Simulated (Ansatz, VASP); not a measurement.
## Ge: VASP beside Ansatz

```
CELL_PARAMETERS angstrom
2.71207 -0.02712 0.00000
-0.02712 2.71207 0.00000
0.00000 0.00000 2.71207
ATOMIC_POSITIONS crystal
Ge 0.00000 0.00000 0.00000
```

Change from the starting cell: xy shear strain of -2 %, PAW files.

Alike in both runs: task electric field gradients; functional PBE; k mesh 13 × 13 × 13; occupations fermi-dirac, width 0.05 eV; no spin polarisation.

|  | VASP | Ansatz |
| --- | --- | --- |
| version | VASP 6.6.1 | Ansatz 0.2.0 |
| potentials or method | VASP PAW PBE potentials, release 64 (Ge_d) | PAW with Ansatz's default frozen-core files, scalar-relativistic |
| plane-wave cutoff (eV) | 520 | 420 |
| valence electrons in the cell | 14 | 14 |

```csv
,VASP,Ansatz,Ansatz less VASP
pressure (GPa),0.0,0.0,-0.04
"traceless stress, the component that is largest in VASP (GPa)",-0.18,-0.18,-0.001
size of Vzz on the site where it differs most (V/Å²),3.2,3.4,+0.17
```
